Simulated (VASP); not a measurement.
## Se: single point with PBE

Se:

```
CELL_PARAMETERS angstrom
3.33243 0.00000 0.00000
-1.66622 2.88597 0.00000
0.00000 0.00000 5.25319
ATOMIC_POSITIONS crystal
Se 0.66667 0.33333 0.72496
Se 0.66667 0.33333 0.27504
Se 0.00000 0.00000 0.00000
```

* Program: VASP 6.6.1
* Task: single point
* Functional: PBE
* Potentials or basis: VASP PAW PBE potentials, release 64 (Se)
* Cutoff: 520 eV
* k mesh: 6 × 6 × 4
* Occupations: gaussian, width 0.1 eV
* Spin: no spin polarisation
* Dipole correction: no
* Further INCAR settings: ALGO = Normal; EDIFF = 1e-07; NBANDS = 16

```yaml
Pressure: 58.7 GPa
Largest_force: 4.111 eV/Å
Band_gap_on_the_k_mesh: zero (band 9 reaches 8.96 eV, above the bottom of band 10 at 8.33 eV)
```

Forces in eV/Å, atoms in the order of the input:
```
Se   0.000  0.000 -4.111
Se   0.000  0.000  4.111
Se   0.000  0.000  0.000
```

Stress tensor (GPa, compression positive):
```
47.65  0.00  0.00
 0.00 47.65  0.00
 0.00  0.00 80.77
```

Levels at points of the mesh, in eV from the Fermi level:
```tsv
k point	band 5	band 6	band 7	band 8	band 9	band 10	band 11	band 12	band 13	band 14
(0.00, 0.00, 0.00)	-4.66	-3.62	-1.11	-0.31	-0.31	-0.17	-0.17	3.79	4.07	6.79
(0.50, 0.00, 0.00)	-8.01	-6.83	-4.88	-1.71	-1.30	1.13	1.37	3.39	5.02	8.91
(0.00, 0.00, 0.50)	-4.35	-4.35	-1.67	-1.67	-1.21	0.58	0.58	1.64	7.01	7.24
(0.50, 0.00, 0.50)	-6.52	-5.38	-4.71	-3.21	-1.92	-0.38	0.92	3.69	4.44	9.54
```

It took 8.8 s on 1 thread of Intel(R) Xeon(R) 6975P-C (Granite Rapids) (shared host), peak memory 0.17 GiB.

Caveat: the k points lie up to 0.36 Å⁻¹ apart; forces of over 1 eV/Å act on the atoms, so gaps and moduli don't describe the material at rest.
